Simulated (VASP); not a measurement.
Input of a VASP 6.6.1 run:

Contents of INCAR:

```
SYSTEM = C
ALGO = Normal
EDIFF = 1E-6
ENCUT = 520
GGA = PS
ISIF = 2
ISMEAR = 0
LASPH = .True.
LCHARG = .False.
LREAL = .False.
LWAVE = .False.
NBANDS = 16
NELM = 60
PREC = Accurate
SIGMA = 0.15
```

Contents of KPOINTS:

```
k-points
0
Gamma
  18 18 6
  0 0 0
```

File POSCAR:

```
C
1.0
    1.2868910834     -2.2781208991      0.0000000000
    1.2868910834      2.2781208991      0.0000000000
    0.0000000000      0.0000000000      7.3778182888
C
4
Direct
    0.0833216498      0.9166783502      0.7498439858
    0.5833216498      0.4166783502      0.2501560142
    0.9166783502      0.0833216498      0.2501560142
    0.4166783502      0.5833216498      0.7498439858
```

Potentials or basis: VASP PAW PBE potentials, release 64 (C).

Launch:

```console
$ cat potpaw_PBE.64/C/POTCAR > POTCAR
$ mpirun -np 1 vasp_std > vasp.out
```

Problem. Predict the band gap on the k mesh.

Solution. 0.02 eV.

Problem. What does it give for the largest force?

Solution. 0.014 eV/Å.

Problem. Predict the pressure.

Solution. -33.2 GPa.

Forces in eV/Å, atoms in the order of the input:
```
C    0.000  0.014  0.000
C    0.000  0.014  0.000
C    0.000 -0.014  0.000
C    0.000 -0.014  0.000
```

Caveat: the cell differs from its parent crystal (normal strain along x +0.0467, normal strain along y +0.0700); the PAW data sets were made with another functional, which shifts forces and pressure a little; this functional lacks dispersion, which binds the layers, so the pressure and a relaxed spacing across them are unreliable. A k mesh can miss the band edges.
